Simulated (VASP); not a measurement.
# SnO2 in VASP: a series of runs

Runs on SnO2. Level: PBE+D3(BJ). Tasks: single point.

Program: VASP 6.6.1. These are calculated values, not measurements. Logs are shortened: lines on timing, memory, paths and dates and some standing lists are left out, and cuts for length are marked.

## Step 1: The cell of the first run

It takes space group Cm (No. 8, monoclinic). Conventional cell: a = 5.607 Å, b = 3.237 Å, c = 4.680 Å, α = 90.00°, β = 113.54°, γ = 90.00°. Sn (site symmetry m) has 6 O at 2.06 to 2.23 Å within 2.7 Å. O (site symmetry m) has 3 Sn at 2.11 to 2.12 Å and 3 O at 2.63 to 2.77 Å within 2.8 Å. O (site symmetry m) has 3 Sn at 2.06 to 2.23 Å and 3 O at 2.63 to 2.77 Å within 2.8 Å.

## Step 2: Single point, PBE+D3(BJ) (atoms displaced along a vibrational mode)

Contents of INCAR:

```
PREC = Accurate
ENCUT = 520
EDIFF = 1E-7
ISMEAR = 0
SIGMA = 0.05
LREAL = False
LASPH = True
NELM = 60
ALGO = Normal
ISIF = 2
LWAVE = False
LCHARG = True
GGA = PE
IVDW = 12
LELF = True
LVHAR = True
NBANDS = 64
```

Contents of KPOINTS:

```
regular mesh
0
Gamma
  6 6 6
```

Contents of POSCAR:

```
SnO2
1.0
    3.2373377712      1.8690778337      4.2908446647
   -3.2373377712      1.8690778337      4.2908446647
    0.0000000000     -3.7381556673      4.2908446647
Sn O
4 8
Direct
    0.8671910605      0.8635728566      0.8635728567
    0.3671840046      0.3635988107      0.8635823569
    0.3671840046      0.8635823568      0.3635988109
    0.8671939445      0.3635924901      0.3635924902
    0.1246015055      0.6194842440      0.6194842324
    0.6245427920      0.1194873195      0.6194740507
    0.6245427920      0.6194740623      0.1194873079
    0.5872236717      0.6189941782      0.6189941885
    0.1245829091      0.1194888804      0.1194888688
    0.0871677627      0.1190158527      0.6189919354
    0.0871677627      0.6189919251      0.1190158630
    0.5872055202      0.1189921610      0.1189921714
```

Potentials or basis: VASP PAW PBE potentials, release 64 (Sn_d, O).

The run is started by

```
$ cat potpaw_PBE.64/Sn_d/POTCAR potpaw_PBE.64/O/POTCAR > POTCAR
$ mpirun -np 1 vasp_std > vasp.out
```

OUTCAR:

```text
PREC = Accurate
   ENCUT = 520
   EDIFF = 1E-7
   ISMEAR = 0
   LREAL = False
   LASPH = True
   NELM = 60
   ISIF = 2
   GGA = PE
   IVDW = 12
 IVDW          = 12

 ion  position               nearest neighbor table
   1  0.867  0.864  0.864-  10 2.06  11 2.06   7 2.11   6 2.11   5 2.12  12 2.23   3 3.24   2 3.24
                             4 3.24   4 3.24   2 3.24   3 3.24
   2  0.367  0.364  0.864-   8 2.06  12 2.06   5 2.11   9 2.11   6 2.12  11 2.23   1 3.24   3 3.24
                             4 3.24   4 3.24   3 3.24   1 3.24
   3  0.367  0.864  0.364-   8 2.06  12 2.06   5 2.11   9 2.11   7 2.12  10 2.23   1 3.24   2 3.24
                             4 3.24   4 3.24   2 3.24   1 3.24
   4  0.867  0.364  0.364-  11 2.06  10 2.06   6 2.11   7 2.11   9 2.12   8 2.23   3 3.24   2 3.24
                             1 3.24   1 3.24   3 3.24   2 3.24
   5  0.125  0.619  0.619-   3 2.11   2 2.11   1 2.12
   6  0.625  0.119  0.619-   4 2.11   1 2.11   2 2.12
   7  0.625  0.619  0.119-   4 2.11   1 2.11   3 2.12
   8  0.587  0.619  0.619-   2 2.06   3 2.06   4 2.23
   9  0.125  0.119  0.119-   2 2.11   3 2.11   4 2.12
  10  0.087  0.119  0.619-   4 2.06   1 2.06   3 2.23
  11  0.087  0.619  0.119-   4 2.06   1 2.06   2 2.23
  12  0.587  0.119  0.119-   3 2.06   2 2.06   1 2.23

  LATTYP: Found a trigonal (rhomboedric) cell.
 ALAT       =     5.6907957027
 COS(alpha) =     0.3527679204

  Lattice vectors:

 A1 = (   3.2373377712,   1.8690778337,   4.2908446647)
 A2 = (  -3.2373377712,   1.8690778337,   4.2908446647)
 A3 = (   0.0000000000,  -3.7381556673,   4.2908446647)

Analysis of symmetry for initial positions (statically):
=====================================================================
 Subroutine PRICEL returns:
 Original cell was already a primitive cell.

 Routine SETGRP: Setting up the symmetry group for a
 trigonal (rhombohedral) supercell.

 Subroutine GETGRP returns: Found  2 space group operations
 (whereof  2 operations were pure point group operations)
 out of a pool of 12 trial point group operations.

The static configuration has the point symmetry C_1h.

Analysis of symmetry for dynamics (positions and initial velocities):
=====================================================================
 Subroutine PRICEL returns:
 Original cell was already a primitive cell.

 Routine SETGRP: Setting up the symmetry group for a
 trigonal (rhombohedral) supercell.

 Subroutine GETGRP returns: Found  2 space group operations
[... 135 lines left out ...]
   NUPDOWN=      -1.0000    fix difference up-down
   EMIN   =  10.00;   EMAX   =-10.00  energy-range for DOS
   EFERMI =   0.00;   METHOD = LEGACY
   ISMEAR =     0;   SIGMA  =   0.05  broadening in eV -4-tet -1-fermi 0-gaus
   EFERMI_NEDOS =   21; number of points for ismear=-14 and -15
   IALGO  =     38    algorithm
   IMIX   =      4    mixing-type and parameters
     AMIX     =   0.40;   BMIX     =  1.00
     AMIX_MAG =   1.60;   BMIX_MAG =  1.00
  volume/ion in A,a.u.               =      12.98        87.60
  Fermi-wavevector in a.u.,A,eV,Ry     =   1.430813  2.703844 27.854188  2.047225
  Thomas-Fermi vector in A             =   2.550617
   LORBIT       =      0    0 simple, 1 ext, 2 COOP (PROOUT), +10 PAW based schemes
   GGA     = PE    functional components
   LHFCALC =     F    Hartree Fock is set to
   AEXX    =    0.0000 exact exchange contribution
   IVDW    =    12    specifies the selected vdW correction
   LEPSILON=     F    determine dielectric tensor
   LRPA    =     F    only Hartree local field effects (RPA)
 non-spin polarized calculation
 Gauss-broadening in eV      SIGMA  =   0.05
  energy-cutoff  :      520.00
  volume of cell :      155.78
 maximum number of plane-waves:      4212
   NGX = 21   NGY = 21   NGZ = 21

 number of electron     104.0000002 magnetization

 Free energy of the ion-electron system (eV)
  ---------------------------------------------------
  ext. energy  EPLUGINS =         0.00000000
  ---------------------------------------------------
  free energy    TOTEN  =       -72.34952421 eV

  energy without entropy =      -72.34952421  energy(sigma->0) =      -72.34952421

 E-fermi :   5.1279     XC(G=0): -10.7299

 val. band max:        4.8834571552   @ k =   0.0000   0.0000   0.0000
 cond. band min:       6.4147381737   @ k =   0.0000   0.0000   0.0000
 fundamental gap:      1.5312810185
 Fermi energy:         5.1279437601

 k-point     1 :       0.0000    0.0000    0.0000
  band No.  band energies     occupation
      1     -15.9628      2.00000
      2     -15.9604      2.00000
      3     -15.9602      2.00000
      4     -15.4144      2.00000
      5     -15.1695      2.00000
      6     -15.1571      2.00000
[... 1597 lines left out ...]
     63      14.0371      0.00000
     64      14.8996      0.00000

 [... further k-points ...]

------------------------ aborting loop because EDIFF is reached ----------------------------------------

 Edisp (eV)   -2.41272

 E8    (eV) :    -0.9593

  FORCE on cell =-STRESS in cart. coord.  units (eV):
  Direction    XX          YY          ZZ          XY          YZ          ZX
  --------------------------------------------------------------------------------------
  -------------------------------------------------------------------------------------
  Total       1.45280     2.03231     1.35266    -0.50188     2.70916     4.69240
  in kB      14.94190    20.90219    13.91198    -5.16176    27.86349    48.26100
  external pressure =       16.59 kB  Pullay stress =        0.00 kB

 VOLUME and BASIS-vectors are now :
 -----------------------------------------------------------------------------
  energy-cutoff  :      520.00
  volume of cell :      155.78
      direct lattice vectors                 reciprocal lattice vectors
     3.237337771  1.869077834  4.290844665     0.154447894  0.089170533  0.077684782
    -3.237337771  1.869077834  4.290844665    -0.154447894  0.089170533  0.077684782
     0.000000000 -3.738155667  4.290844665     0.000000000 -0.178341066  0.077684782

 POSITION                                       TOTAL-FORCE (eV/Angst)
 -----------------------------------------------------------------------------------
      0.01171      0.00676     11.13190        -0.607624     -0.350812     -0.187217
      0.01161     -1.86232      6.84117        -0.600309     -0.350064     -0.185436
     -1.60701      0.94121      6.84117        -0.603319     -0.344851     -0.185436
      1.63033      0.94127      6.84123        -0.605814     -0.349767     -0.190028
     -1.60210     -0.92497      5.85087        -0.351698     -0.203053     -0.098593
      1.63504     -0.92504      5.85058        -0.349779     -0.202265     -0.095843
      0.01641      1.87850      5.85058        -0.350056     -0.201785     -0.095843
     -0.10285     -0.05938      7.83170         0.953782      0.550667      0.283467
      0.01649      0.00952      1.55998        -0.350994     -0.202647     -0.097743
     -0.10310     -1.92851      3.54070         0.956689      0.549850      0.284749
     -1.72169      0.87497      3.54070         0.954528      0.553592      0.284749
      1.51576      0.87513      3.54076         0.954594      0.551135      0.283174
 -----------------------------------------------------------------------------------
    total drift:                               -0.000643     -0.000398     -0.000236

  FREE ENERGIE OF THE ION-ELECTRON SYSTEM (eV)
  ---------------------------------------------------
  free  energy   TOTEN  =       -74.7622454550 eV

  energy  without entropy=      -74.7622454550  energy(sigma->0) =      -74.76224545
```

stdout:

```text
POSCAR found type information on POSCAR SnO
 POSCAR found :  2 types and      12 ions
 scaLAPACK will be used
 LDA part: xc-table for (Slater+PW92), standard interpolation
 POSCAR, INCAR and KPOINTS ok, starting setup
 FFT: planning ... GRIDC
 FFT: planning ... GRID_SOFT
 FFT: planning ... GRID
 WAVECAR not read
 entering main loop
```

It took 18 min on 1 thread of Oxide Virtual Turin-like, shared host; peak memory 0.54 GiB.

Results:

- Free energy: -74.7622 eV
- Pressure: 1.7 GPa
- Largest force: 1.140 eV/Å
- Band gap on the k mesh: 1.53 eV
- Dispersion energy per atom: -0.201 eV

Forces on the atoms (eV/Å):
```
Sn  -0.608 -0.351 -0.187
Sn  -0.600 -0.350 -0.185
Sn  -0.603 -0.345 -0.185
Sn  -0.606 -0.350 -0.190
O   -0.352 -0.203 -0.099
O   -0.350 -0.202 -0.096
O   -0.350 -0.202 -0.096
O    0.954  0.551  0.283
O   -0.351 -0.203 -0.098
O    0.957  0.550  0.285
O    0.955  0.554  0.285
O    0.955  0.551  0.283
```

Caveat: the cell differs from its parent crystal (atoms displaced along a vibrational mode); spin-orbit coupling is left out, which moves the levels of the heavy elements; forces of over 1 eV/Å act on the atoms, so gaps and moduli don't describe the material at rest.

## Step 3: Single point, PBE+D3(BJ) (atoms displaced along a vibrational mode)

Contents of INCAR:

```
  PREC = Accurate
  ENCUT = 520
  EDIFF = 1E-6
  ISMEAR = 0
  SIGMA = 0.05
  LREAL = F
  LASPH = T
  NELM = 80
  ALGO = Normal
  ISIF = 2
  LWAVE = F
  LCHARG = T
  GGA = PE
  IVDW = 12
  LELF = T
  LVHAR = T
  NBANDS = 64
```

KPOINTS is that of step 2.

Contents of POSCAR:

```
SnO2
1.0
    3.2373377712      1.8690778337      4.2908446647
   -3.2373377712      1.8690778337      4.2908446647
    0.0000000000     -3.7381556673      4.2908446647
Sn O
4 8
Direct
    0.8623727317      0.8659820211      0.8659820210
    0.3623950344      0.3659892827      0.8659877490
    0.3623950344      0.8659877492      0.3659892825
    0.8623831600      0.3659909886      0.3659909884
    0.1362367969      0.6136279279      0.6136279231
    0.6362319516      0.1136696704      0.6136412071
    0.6362319516      0.6136412120      0.1136696656
    0.6111387678      0.6070366323      0.6070366384
    0.1362373297      0.1136616667      0.1136616619
    0.1111527874      0.1070053443      0.6070119015
    0.1111527874      0.6070118954      0.1070053504
    0.6111655836      0.1070176489      0.1070176550
```

Potentials or basis: VASP PAW PBE potentials, release 64 (Sn_d, O).

The run is started by

```
$ cat potpaw_PBE.64/Sn_d/POTCAR potpaw_PBE.64/O/POTCAR > POTCAR
$ mpirun -np 1 vasp_std > vasp.out
```

Wall time 16 min (1 thread of Oxide Virtual Turin-like, shared host); peak memory 0.54 GiB.

Results (log left out):

```yaml
Free_energy: -74.9153 eV
Pressure: 1.3 GPa
Largest_force: 0.815 eV/Å
Band_gap_on_the_k_mesh: 1.54 eV
Dispersion_energy_per_atom: -0.201 eV
```

Forces in eV/Å, atoms in the order of the input:
```
Sn   0.701  0.405  0.096
Sn   0.699  0.404  0.095
Sn   0.699  0.403  0.095
Sn   0.700  0.404  0.097
O   -0.657 -0.379 -0.170
O   -0.656 -0.380 -0.171
O   -0.657 -0.378 -0.171
O   -0.042 -0.024  0.075
O   -0.656 -0.379 -0.172
O   -0.044 -0.026  0.075
O   -0.044 -0.025  0.075
O   -0.043 -0.025  0.074
```

Stress tensor (GPa, compression positive):
```
 1.40 -0.16  2.23
-0.16  1.58  1.29
 2.23  1.29  0.81
```

Levels at points of the mesh, in eV from the valence-band top:
| k point | band 50 | band 51 | band 52 | band 53 | band 54 | band 55 |
| --- | --- | --- | --- | --- | --- | --- |
| (0.00, 0.00, 0.00) | -0.07 | -0.03 | 0.00 | 1.54 | 4.66 | 4.84 |
| (0.50, 0.00, 0.00) | -0.45 | -0.06 | -0.06 | 3.99 | 3.99 | 5.57 |
| (0.00, 0.50, 0.00) | -0.37 | -0.08 | -0.08 | 4.09 | 4.09 | 5.52 |
| (0.50, 0.50, 0.00) | -0.59 | -0.18 | -0.18 | 4.49 | 4.49 | 5.51 |
| (0.00, 0.50, 0.50) | -0.57 | -0.14 | -0.14 | 4.41 | 4.41 | 5.60 |
| (0.50, 0.50, 0.50) | -0.98 | -0.90 | -0.90 | 3.47 | 5.14 | 5.35 |

Caveat: the cell differs from its parent crystal (atoms displaced along a vibrational mode); spin-orbit coupling is left out, which moves the levels of the heavy elements.

## Step 4: Single point, PBE+D3(BJ) (atoms displaced along a vibrational mode)

Contents of INCAR:

```
SYSTEM = SnO2
PREC = Accurate ; ENCUT = 520
EDIFF = 1E-7 ; ISMEAR = 0
SIGMA = 0.05 ; LREAL = .False.
LASPH = .True. ; NELM = 60
ALGO = Normal ; ISIF = 2
LWAVE = .False. ; LCHARG = .True.
GGA = PE ; IVDW = 12
LELF = .True. ; LVHAR = .True.
NBANDS = 64
```

Contents of KPOINTS:

```
regular mesh
0
Gamma
  6 6 6
  0 0 0
```

Contents of POSCAR:

```
SnO2
1.0
    3.2373377712      1.8690778337      4.2908446647
   -3.2373377712      1.8690778337      4.2908446647
    0.0000000000     -3.7381556673      4.2908446647
Sn O
4 8
Direct
    0.8647809056      0.8647779341      0.8647779341
    0.3647902692      0.3647932873      0.8647854418
    0.3647902692      0.8647854418      0.3647932873
    0.8647877746      0.3647917490      0.3647917490
    0.1273434489      0.6180930669      0.6180930615
    0.6273139242      0.1181163447      0.6180940956
    0.6273139242      0.6180941011      0.1181163393
    0.6022554841      0.6114782744      0.6114782799
    0.1273357083      0.1181124777      0.1181124722
    0.1022374930      0.1114710420      0.6114667657
    0.1022374930      0.6114667602      0.1114710475
    0.6022558547      0.1114672463      0.1114672518
```

The run is started by

```
$ cat potpaw_PBE.64/Sn_d/POTCAR potpaw_PBE.64/O/POTCAR > POTCAR
$ mpirun -np 1 vasp_std > vasp.out
```

It took 24 min on 1 thread of Oxide Virtual Turin-like, shared host; peak memory 0.55 GiB.

It converged, with:

| Quantity | Value |
| --- | --- |
| Free energy | -75.0173 eV |
| Pressure | 0.8 GPa |
| Largest force | 0.416 eV/Å |
| Band gap on the k mesh | 1.55 eV |
| Dispersion energy per atom | -0.201 eV |

Forces on the atoms (eV/Å):
```
Sn  -0.001  0.000  0.000
Sn   0.001 -0.001  0.000
Sn   0.000  0.001  0.000
Sn   0.000  0.000 -0.001
O   -0.353 -0.204 -0.081
O   -0.352 -0.204 -0.081
O   -0.352 -0.203 -0.081
O    0.352  0.203  0.081
O   -0.352 -0.203 -0.082
O    0.353  0.203  0.082
O    0.352  0.204  0.082
O    0.353  0.204  0.081
```

Stress tensor (GPa, compression positive):
```
 0.85 -0.33  2.60
-0.33  1.23  1.50
 2.60  1.50  0.45
```

Levels at points of the mesh, in eV from the valence-band top:
```tsv
k point	band 49	band 50	band 51	band 52	band 53	band 54	band 55	band 56
(0.00, 0.00, 0.00)	-0.06	-0.06	-0.03	0.00	1.55	4.66	4.85	4.85
(0.50, 0.00, 0.00)	-0.45	-0.45	-0.06	-0.06	4.00	4.00	5.59	5.59
(0.00, 0.50, 0.00)	-0.37	-0.37	-0.08	-0.08	4.10	4.10	5.53	5.53
(0.50, 0.50, 0.00)	-0.59	-0.59	-0.18	-0.18	4.50	4.50	5.52	5.52
(0.00, 0.50, 0.50)	-0.57	-0.57	-0.13	-0.13	4.42	4.42	5.61	5.61
(0.50, 0.50, 0.50)	-1.05	-0.98	-0.89	-0.89	3.48	5.15	5.37	5.37
```

Caveat: the cell differs from its parent crystal (atoms displaced along a vibrational mode); spin-orbit coupling is left out, which moves the levels of the heavy elements.

## Step 5: Single point, PBE+D3(BJ) (atoms displaced along a vibrational mode)

Contents of INCAR:

```
ALGO = Normal ; EDIFF = 1E-6
ENCUT = 520 ; GGA = PE
ISIF = 2 ; ISMEAR = 0
IVDW = 12 ; LASPH = True
LCHARG = False ; LREAL = False
LWAVE = False ; NBANDS = 64
NELM = 100 ; PREC = Accurate
SIGMA = 0.05
```

Contents of KPOINTS:

```
k-points
0
Gamma
  6 6 6
```

Contents of POSCAR:

```
SnO2
1.0
    3.2373377712      1.8690778337      4.2908446647
   -3.2373377712      1.8690778337      4.2908446647
    0.0000000000     -3.7381556673      4.2908446647
Sn O
4 8
Direct
    0.8659889545      0.8641739096      0.8641739097
    0.3659848879      0.3641983272      0.8641827329
    0.3659848879      0.8641827328      0.3641983272
    0.8659931924      0.3641920904      0.3641920905
    0.1351995841      0.6141777125      0.6141776958
    0.6351487010      0.1141882828      0.6141746732
    0.6351487010      0.6141746899      0.1141882660
    0.5855167849      0.6198476187      0.6198476348
    0.1351825421      0.1141890665      0.1141890497
    0.0854709740      0.1198621169      0.6198348088
    0.0854709740      0.6198347927      0.1198621331
    0.5855197791      0.1198426797      0.1198426958
```

The run is started by

```
$ cat potpaw_PBE.64/Sn_d/POTCAR potpaw_PBE.64/O/POTCAR > POTCAR
$ mpirun -np 1 vasp_std > vasp.out
```

It took 17 min on 1 thread of Oxide Virtual Turin-like, shared host; peak memory 0.54 GiB.

The run converged. Its results:

* Free energy: -74.5572 eV
* Pressure: 2.1 GPa
* Largest force: 1.369 eV/Å
* Band gap on the k mesh: 1.51 eV
* Dispersion energy per atom: -0.201 eV

Forces in eV/Å, atoms in the order of the input:
```
Sn  -0.259 -0.150 -0.136
Sn  -0.253 -0.150 -0.134
Sn  -0.256 -0.144 -0.134
Sn  -0.258 -0.149 -0.138
O   -0.890 -0.514 -0.217
O   -0.888 -0.513 -0.215
O   -0.888 -0.512 -0.215
O    1.144  0.661  0.351
O   -0.889 -0.513 -0.216
O    1.147  0.660  0.352
O    1.145  0.664  0.352
O    1.144  0.661  0.349
```

Stress tensor (GPa, compression positive):
```
 1.47 -0.97  7.61
-0.97  2.58  4.39
 7.61  4.39  2.20
```

Levels at points of the mesh, in eV from the valence-band top:
```tsv
k point	band 49	band 50	band 51	band 52	band 53	band 54	band 55	band 56
(0.00, 0.00, 0.00)	-0.04	-0.03	-0.03	0.00	1.51	4.43	5.01	5.01
(0.50, 0.00, 0.00)	-0.40	-0.40	-0.05	-0.05	3.83	3.83	5.67	5.67
(0.00, 0.50, 0.00)	-0.32	-0.32	-0.05	-0.05	4.13	4.13	5.48	5.48
(0.50, 0.50, 0.00)	-0.59	-0.59	-0.17	-0.17	4.51	4.51	5.45	5.45
(0.00, 0.50, 0.50)	-0.52	-0.52	-0.06	-0.06	4.26	4.26	5.73	5.73
(0.50, 0.50, 0.50)	-1.04	-1.00	-0.70	-0.70	3.42	4.83	5.51	5.51
```

Caveat: the cell differs from its parent crystal (atoms displaced along a vibrational mode); spin-orbit coupling is left out, which moves the levels of the heavy elements; forces of over 1 eV/Å act on the atoms, so gaps and moduli don't describe the material at rest.

## Step 6: Overview

```tsv
cell	gap on the mesh (eV)	pressure (GPa)	largest force (eV/Å)
as given, atomic positions A	1.53	1.7	1.14
as given, atomic positions B	1.54	1.3	0.82
as given, atomic positions C	1.55	0.8	0.42
as given, atomic positions D	1.51	2.1	1.37
```

Alike in all rows: task single point; level PBE+D3(BJ); potentials or basis VASP PAW PBE potentials, release 64 (Sn_d, O); no spin polarisation; k mesh 6 × 6 × 6; cutoff (eV) 520; smearing gaussian 0.05 eV.

Caveats: spin-orbit coupling is left out, which moves the levels of the heavy elements; forces of over 1 eV/Å act on the atoms, so gaps and moduli don't describe the material at rest (at least some runs).

Absolute energies hang on the potentials; compare differences alone.
